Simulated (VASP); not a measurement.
## Zr: relaxation of cell and atoms with r2SCAN+D3(BJ)

The system is Zr.

```
Zr
1.0
     3.23200    0.00000    0.00000
    -1.61600    2.79899    0.00000
     0.00000    0.00000    5.14700
Zr
2
Direct
  0.66667 0.33333 0.75000
  0.33333 0.66667 0.25000
```

```yaml
Program: VASP 6.6.1
Task: relaxation of cell and atoms
Functional: r2SCAN
Dispersion: D3(BJ)
Potentials_or_basis: VASP PAW PBE potentials, release 64 (Zr_sv)
Cutoff: 550 eV
k_mesh: 9 × 9 × 5
Occupations: fermi-dirac, width 0.05 eV
Spin: no spin polarisation
Dipole_correction: no
Further_INCAR_settings: ALGO = Normal; EDIFF = 1e-07; IBRION = 2; EDIFFG = -0.01; NSW = 60; ISIF = 3
```

| Quantity | Value |
| --- | --- |
| Relaxed volume | 23.06 Å³/atom |
| Relaxed cell | a = 3.220 Å, b = 3.220 Å, c = 5.137 Å, α = 90.00°, β = 90.00°, γ = 120.00° |
| Space group after relaxing (to 0.05 Å) | P6_3/mmc (No. 194) |
| Energy gained by relaxing | 0.6 meV/atom |
| Ionic steps | 5 |
| Pressure after relaxing | 0.0 GPa |
| Band gap on the k mesh | zero (band 12 reaches 10.13 eV, above the bottom of band 13 at 8.82 eV) |
| Dispersion energy per atom | -0.253 eV |

The path:
| step | energy change (eV) | largest force (eV/Å) | pressure (GPa) | volume (Å³) |
| --- | --- | --- | --- | --- |
| 1 | 0.0000 | 0.0000 | -0.88 | 46.56 |
| 2 | 0.0001 | 0.0000 | 0.95 | 45.70 |
| 3 | -0.0012 | 0.0000 | 0.01 | 46.14 |
| 4 | -0.0012 | 0.0000 | 0.02 | 46.13 |
| 5 | -0.0012 | 0.0000 | 0.02 | 46.13 |

Final structure:
```
CELL_PARAMETERS angstrom
3.22005 0.00000 0.00000
-1.61002 2.78864 0.00000
0.00000 0.00000 5.13713
ATOMIC_POSITIONS crystal
Zr 0.66667 0.33333 0.75000
Zr 0.33333 0.66667 0.25000
```

Levels at points of the mesh, in eV from the Fermi level:
```csv
k point,band 8,band 9,band 10,band 11,band 12,band 13,band 14,band 15,band 16
"(0.00, 0.00, 0.00)",-27.34,-6.05,-3.25,0.96,0.96,1.03,1.11,1.71,1.71
```

Wall time 9.1 min on 1 thread of AMD EPYC 7R43 64-Core Processor (Zen 3) (shared host), peak memory 0.17 GiB.

Caveat: the PAW data sets were made with another functional, which shifts forces and pressure a little; pairwise dispersion overbinds metals, which lowers pressure and volume.
